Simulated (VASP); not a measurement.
# Te (P4/mcc) in VASP: single point with PBE

Aim: the single point of Te with PBE.

Program: VASP 6.6.1. These are calculated values, not measurements. Logs are shortened: lines on timing, memory, paths and dates and some standing lists are left out, and cuts for length are marked.

## (1) The cell of the first run

It takes space group P4/mcc (No. 124, tetragonal). The conventional cell has a = 6.411 Å, b = 6.411 Å, c = 5.785 Å, α = 90.00°, β = 90.00°, γ = 90.00°. Te (site symmetry m) has 8 Te at 2.70 to 3.54 Å within 3.6 Å. Te (site symmetry 4/m) has 6 Te at 2.89 to 2.97 Å within 3.8 Å.

## (2) Single point, PBE

The input, INCAR:

```
SYSTEM = Te
ALGO = Normal
EDIFF = 1E-6
ENCUT = 520
GGA = PE
ISIF = 2
ISMEAR = 0
LASPH = .TRUE.
LCHARG = .FALSE.
LREAL = .FALSE.
LWAVE = .FALSE.
NBANDS = 41
NELM = 80
PREC = Accurate
SIGMA = 0.1
```

The input, KPOINTS:

```
k-points
0
G
  4 4 4
  0 0 0
```

The input, POSCAR:

```
Te
1.0
    6.4112421600      0.0000000000      0.0000000000
    0.0000000000      6.4112421600      0.0000000000
    0.0000000000      0.0000000000      5.7851451900
Te
10
Direct
    0.3048124700      0.0799248400      0.0000000000
    0.6951875300      0.9200751600      0.0000000000
    0.9200751600      0.3048124700      0.0000000000
    0.0799248400      0.6951875300      0.0000000000
    0.3048124700      0.9200751600      0.5000000000
    0.6951875300      0.0799248400      0.5000000000
    0.9200751600      0.6951875300      0.5000000000
    0.0799248400      0.3048124700      0.5000000000
    0.5000000000      0.5000000000      0.5000000000
    0.5000000000      0.5000000000      0.0000000000
```

Potentials or basis: VASP PAW PBE potentials, release 64 (Te).

Started as:

```
$ cat potpaw_PBE.64/Te/POTCAR > POTCAR
$ mpirun -np 1 vasp_std > vasp.out
```

OUTCAR:

```text
SYSTEM = Te
   EDIFF = 1E-6
   ENCUT = 520
   GGA = PE
   ISIF = 2
   ISMEAR = 0
   LASPH = .TRUE.
   LREAL = .FALSE.
   NELM = 80
   PREC = Accurate

 ion  position               nearest neighbor table
   1  0.305  0.080  0.000-   2 2.70   3 2.86   4 2.86  10 2.97   5 3.07   5 3.07   8 3.54   8 3.54

   2  0.695  0.920  0.000-   1 2.70   3 2.86   4 2.86  10 2.97   6 3.07   6 3.07   7 3.54   7 3.54

   3  0.920  0.305  0.000-   4 2.70   2 2.86   1 2.86  10 2.97   8 3.07   8 3.07   6 3.54   6 3.54

   4  0.080  0.695  0.000-   3 2.70   2 2.86   1 2.86  10 2.97   7 3.07   7 3.07   5 3.54   5 3.54

   5  0.305  0.920  0.500-   6 2.70   7 2.86   8 2.86   9 2.97   1 3.07   1 3.07   4 3.54   4 3.54

   6  0.695  0.080  0.500-   5 2.70   7 2.86   8 2.86   9 2.97   2 3.07   2 3.07   3 3.54   3 3.54

   7  0.920  0.695  0.500-   8 2.70   6 2.86   5 2.86   9 2.97   4 3.07   4 3.07   2 3.54   2 3.54

   8  0.080  0.305  0.500-   7 2.70   6 2.86   5 2.86   9 2.97   3 3.07   3 3.07   1 3.54   1 3.54

   9  0.500  0.500  0.500-  10 2.89  10 2.89   7 2.97   8 2.97   5 2.97   6 2.97
  10  0.500  0.500  0.000-   9 2.89   9 2.89   3 2.97   4 2.97   1 2.97   2 2.97

  LATTYP: Found a simple tetragonal cell.
 ALAT       =     6.4112421600
 C/A-ratio  =     0.9023438899

  Lattice vectors:

 A1 = (   6.4112421600,   0.0000000000,   0.0000000000)
 A2 = (   0.0000000000,   6.4112421600,   0.0000000000)
 A3 = (   0.0000000000,   0.0000000000,   5.7851451900)

Analysis of symmetry for initial positions (statically):
=====================================================================
 Subroutine PRICEL returns:
 Original cell was already a primitive cell.

 Routine SETGRP: Setting up the symmetry group for a
 simple tetragonal supercell.

 Subroutine GETGRP returns: Found 16 space group operations
 (whereof  8 operations were pure point group operations)
 out of a pool of 16 trial point group operations.

The static configuration has the point symmetry C_4h.
 The point group associated with its full space group is D_4h.

Analysis of symmetry for dynamics (positions and initial velocities):
=====================================================================
 Subroutine PRICEL returns:
 Original cell was already a primitive cell.

 Routine SETGRP: Setting up the symmetry group for a
 simple tetragonal supercell.

 Subroutine GETGRP returns: Found 16 space group operations
 (whereof  8 operations were pure point group operations)
 out of a pool of 16 trial point group operations.

The dynamic configuration has the point symmetry C_4h.
 The point group associated with its full space group is D_4h.

 Subroutine INISYM returns: Found 16 space group operations
 (whereof  8 operations are pure point group operations),
 and found     1 'primitive' translations

----------------------------------------------------------------------------------------

                                     Primitive cell

  volume of cell :     237.7928

  direct lattice vectors                    reciprocal lattice vectors
     6.411242160  0.000000000  0.000000000     0.155976014  0.000000000  0.000000000
     0.000000000  6.411242160  0.000000000     0.000000000  0.155976014  0.000000000
     0.000000000  0.000000000  5.785145190     0.000000000  0.000000000  0.172856509

  length of vectors
     6.411242160  6.411242160  5.785145190     0.155976014  0.155976014  0.172856509

  position of ions in fractional coordinates (direct lattice)
     0.304812470  0.079924840  0.000000000
     0.695187530  0.920075160  0.000000000
     0.920075160  0.304812470  0.000000000
     0.079924840  0.695187530  0.000000000
     0.304812470  0.920075160  0.500000000
     0.695187530  0.079924840  0.500000000
     0.920075160  0.695187530  0.500000000
     0.079924840  0.304812470  0.500000000
     0.500000000  0.500000000  0.500000000
     0.500000000  0.500000000  0.000000000

  ion indices of the primitive-cell ions
   primitive index   ion index
                 1           1
                 2           2
                 3           3
                 4           4
                 5           5
                 6           6
                 7           7
                 8           8
                 9           9
                10          10

----------------------------------------------------------------------------------------

 KPOINTS: k-points

Automatic generation of k-mesh.
 Grid dimensions read from file:
 generate k-points for:    4    4    4

 Generating k-lattice:

  Cartesian coordinates                     Fractional coordinates (reciprocal lattice)
     0.038994004  0.000000000  0.000000000     0.250000000  0.000000000  0.000000000
     0.000000000  0.038994004  0.000000000     0.000000000  0.250000000  0.000000000
     0.000000000  0.000000000  0.043214127     0.000000000  0.000000000  0.250000000

  Length of vectors
     0.038994004  0.038994004  0.043214127

  Shift w.r.t. Gamma in fractional coordinates (k-lattice)
     0.000000000  0.000000000  0.000000000

 Subroutine IBZKPT returns following result:
 ===========================================

 Found     18 irreducible k-points:

 Following reciprocal coordinates:
            Coordinates               Weight
  0.000000  0.000000  0.000000      1.000000
  0.250000  0.000000  0.000000      4.000000
  0.500000  0.000000  0.000000      2.000000
  0.250000  0.250000  0.000000      4.000000
  0.500000  0.250000  0.000000      4.000000
  0.500000  0.500000  0.000000      1.000000
[... 10 lines left out ...]
  0.500000  0.250000  0.500000      4.000000
  0.500000  0.500000  0.500000      1.000000
   k-points           NKPTS =     18   k-points in BZ     NKDIM =     18   number of bands    NBANDS=     41
   number of dos      NEDOS =    301   number of ions     NIONS =     10
   total plane-waves  NPLWV = 110592
   dimension x,y,z NGX =    48 NGY =   48 NGZ =   48
   dimension x,y,z NGXF=    96 NGYF=   96 NGZF=   96
   ions per type =              10
   NGX,Y,Z   is equivalent  to a cutoff of  12.45, 12.45, 13.79 a.u.
   NGXF,Y,Z  is equivalent  to a cutoff of  24.89, 24.89, 27.59 a.u.
 SYSTEM =  Te
   PREC   = accura    normal or accurate (medium, high low for compatibility)
   ISTART =      0    job   : 0-new  1-cont  2-samecut
   ICHARG =      2    charge: 1-file 2-atom 10-const
   ISPIN  =      1    spin polarized calculation?
   LNONCOLLINEAR =      F non collinear calculations
   LSORBIT =      F    spin-orbit coupling
   LASPH  =      T    aspherical Exc in radial PAW
   ENCUT  =  520.0 eV  38.22 Ry    6.18 a.u.  11.92 11.92 10.76*2*pi/ulx,y,z
   NELM   =     80;   NELMIN=  2; NELMDL= -5     # of ELM steps
   EDIFF  = 0.1E-05   stopping-criterion for ELM
   LREAL  =      F    real-space projection
   EDIFFG = 0.1E-04   stopping-criterion for IOM
   NSW    =      0    number of steps for IOM
   IBRION =     -1    ionic relax: 0-MD 1-quasi-New 2-CG
   NFREE  =      0    steps in history (QN), initial steepest desc. (CG)
   ISIF   =      2    stress and relaxation
   ISYM   =      2    0-nonsym 1-usesym 2-fastsym
   POTIM  = 0.5000    time-step for ionic-motion
   TEBEG  =    0.0;   TEEND  =   0.0 temperature during run
   PSTRESS=    0.0 pullay stress
   NELECT =      60.0000    total number of electrons
   NUPDOWN=      -1.0000    fix difference up-down
   EMIN   =  10.00;   EMAX   =-10.00  energy-range for DOS
   EFERMI =   0.00;   METHOD = LEGACY
   ISMEAR =     0;   SIGMA  =   0.10  broadening in eV -4-tet -1-fermi 0-gaus
   EFERMI_NEDOS =   21; number of points for ismear=-14 and -15
   IALGO  =     38    algorithm
   IMIX   =      4    mixing-type and parameters
     AMIX     =   0.40;   BMIX     =  1.00
     AMIX_MAG =   1.60;   BMIX_MAG =  1.00
  volume/ion in A,a.u.               =      23.78       160.47
  Fermi-wavevector in a.u.,A,eV,Ry     =   1.034489  1.954900 14.560501  1.070167
  Thomas-Fermi vector in A             =   2.168786
   LORBIT       =      0    0 simple, 1 ext, 2 COOP (PROOUT), +10 PAW based schemes
   GGA     = PE    functional components
   LHFCALC =     F    Hartree Fock is set to
   AEXX    =    0.0000 exact exchange contribution
   IVDW    =     0    specifies the selected vdW correction
   LEPSILON=     F    determine dielectric tensor
   LRPA    =     F    only Hartree local field effects (RPA)
 non-spin polarized calculation
 Gauss-broadening in eV      SIGMA  =   0.10
  energy-cutoff  :      520.00
  volume of cell :      237.79
 maximum number of plane-waves:      6446
 NGX is ok and might be reduce to    48
   NGX = 23   NGY = 23   NGZ = 21

 number of electron      60.0000002 magnetization

 Free energy of the ion-electron system (eV)
  ---------------------------------------------------
  ext. energy  EPLUGINS =         0.00000000
  ---------------------------------------------------
  free energy    TOTEN  =       -23.96861994 eV

  energy without entropy =      -23.94516548  energy(sigma->0) =      -23.95689271

 E-fermi :  10.8852     XC(G=0): -10.7707

 val. band max:       10.8817740196   @ k =   0.5000   0.5000   0.2500
 cond. band min:      10.9513843360   @ k =   0.5000   0.0000   0.2500
 fundamental gap:      0.0696103164
 Fermi energy:        10.8852073251

 k-point     1 :       0.0000    0.0000    0.0000
  band No.  band energies     occupation
      1      -5.3044      2.00000
      2      -2.6900      2.00000
      3      -2.4353      2.00000
      4      -2.1784      2.00000
      5      -1.7371      2.00000
      6      -1.7371      2.00000
[... 33 lines left out ...]
     40      14.2873      0.00000
     41      15.2513      0.00000

 k-point     2 :       0.2500    0.0000    0.0000
  band No.  band energies     occupation
      1      -5.0876      2.00000
      2      -3.3984      2.00000
      3      -2.4808      2.00000
      4      -2.1672      2.00000
      5      -1.6743      2.00000
      6      -0.9609      2.00000
[... 693 lines left out ...]
     40      15.0430      0.00000
     41      15.6087      0.00000

 k-point    18 :       0.5000    0.5000    0.5000
  band No.  band energies     occupation
      1      -2.8478      2.00000
      2      -2.8478      2.00000
      3      -2.8478      2.00000
      4      -2.8478      2.00000
      5      -2.5512      2.00000
      6      -2.5512      2.00000
[... 33 lines left out ...]
     40      14.0200      0.00000
     41      14.1289      0.00000

------------------------ aborting loop because EDIFF is reached ----------------------------------------

  FORCE on cell =-STRESS in cart. coord.  units (eV):
  Direction    XX          YY          ZZ          XY          YZ          ZX
  --------------------------------------------------------------------------------------
  -------------------------------------------------------------------------------------
  Total       47.8497781     47.8497781     33.9339196      0.0000000     -0.0000000     -0.0000000
  in kB      322.3976636    322.3976636    228.6367217      0.0000000     -0.0000000     -0.0000000
  external PRESSURE =     291.1440163 kB  Pullay stress =       0.0000000 kB

 VOLUME and BASIS-vectors are now :
 -----------------------------------------------------------------------------
  energy-cutoff  :      520.00
  volume of cell :      237.79
      direct lattice vectors                 reciprocal lattice vectors
     6.411242160  0.000000000  0.000000000     0.155976014  0.000000000  0.000000000
     0.000000000  6.411242160  0.000000000     0.000000000  0.155976014  0.000000000
     0.000000000  0.000000000  5.785145190     0.000000000  0.000000000  0.172856509

 POSITION                                       TOTAL-FORCE (eV/Angst)
 -----------------------------------------------------------------------------------
      1.95423      0.51242      0.00000        -0.493431      1.059866      0.000000
      4.45702      5.89882      0.00000         0.493431     -1.059866     -0.000000
      5.89882      1.95423      0.00000        -1.059866     -0.493431      0.000000
      0.51242      4.45702      0.00000         1.059866      0.493431     -0.000000
      1.95423      5.89882      2.89257        -0.493431     -1.059866      0.000000
      4.45702      0.51242      2.89257         0.493431      1.059866      0.000000
      5.89882      4.45702      2.89257        -1.059866      0.493431      0.000000
      0.51242      1.95423      2.89257         1.059866     -0.493431     -0.000000
      3.20562      3.20562      2.89257         0.000000     -0.000000      0.000000
      3.20562      3.20562      0.00000         0.000000     -0.000000      0.000000
 -----------------------------------------------------------------------------------
    total drift:                               -0.000000     -0.000000      0.000000

  FREE ENERGIE OF THE ION-ELECTRON SYSTEM (eV)
  ---------------------------------------------------
  free  energy   TOTEN  =       -23.9686199385 eV

  energy  without entropy=      -23.9451654775  energy(sigma->0) =      -23.95689271
```

It took 64 s on 1 thread of Intel Xeon 6975P-C (Granite Rapids), shared host; peak memory 0.37 GiB.

Results:

| Item | Value |
| --- | --- |
| Free energy | -23.9686 eV |
| Pressure | 29.1 GPa |
| Largest force | 1.169 eV/Å |
| Band gap on the k mesh | zero (band 30 reaches 12.08 eV, above the bottom of band 31 at 10.45 eV) |

Forces in eV/Å, atoms in the order of the input:
```
Te  -0.493  1.060  0.000
Te   0.493 -1.060  0.000
Te  -1.060 -0.493  0.000
Te   1.060  0.493  0.000
Te  -0.493 -1.060  0.000
Te   0.493  1.060  0.000
Te  -1.060  0.493  0.000
Te   1.060 -0.493  0.000
Te   0.000  0.000  0.000
Te   0.000  0.000  0.000
```

Stress tensor (GPa, compression positive):
```
32.24  0.00  0.00
 0.00 32.24  0.00
 0.00  0.00 22.86
```

Levels at points of the mesh, in eV from the Fermi level:
| k point | band 26 | band 27 | band 28 | band 29 | band 30 | band 31 | band 32 | band 33 | band 34 | band 35 |
| --- | --- | --- | --- | --- | --- | --- | --- | --- | --- | --- |
| (0.00, 0.00, 0.00) | -0.51 | -0.08 | 0.14 | 0.42 | 0.42 | 1.30 | 1.50 | 1.50 | 1.61 | 1.68 |
| (0.50, 0.00, 0.00) | -1.17 | -0.82 | -0.71 | -0.57 | -0.38 | 0.86 | 1.17 | 1.55 | 1.68 | 1.68 |
| (0.50, 0.50, 0.00) | -2.85 | -2.32 | -0.16 | 1.00 | 1.19 | 1.19 | 1.31 | 1.31 | 1.78 | 1.94 |
| (0.00, 0.00, 0.50) | -1.24 | -1.24 | -1.24 | 0.45 | 0.45 | 0.55 | 0.55 | 0.55 | 0.55 | 0.87 |
| (0.50, 0.00, 0.50) | -1.74 | -1.57 | -1.57 | -1.52 | -1.52 | -0.43 | -0.43 | -0.11 | -0.11 | 1.50 |
| (0.50, 0.50, 0.50) | -2.79 | -2.70 | -2.70 | -2.31 | -2.31 | 0.93 | 0.93 | 1.37 | 1.37 | 2.18 |

Caveat: spin-orbit coupling is left out, which moves the levels of the heavy elements; forces of over 1 eV/Å act on the atoms, so gaps and moduli don't describe the material at rest.
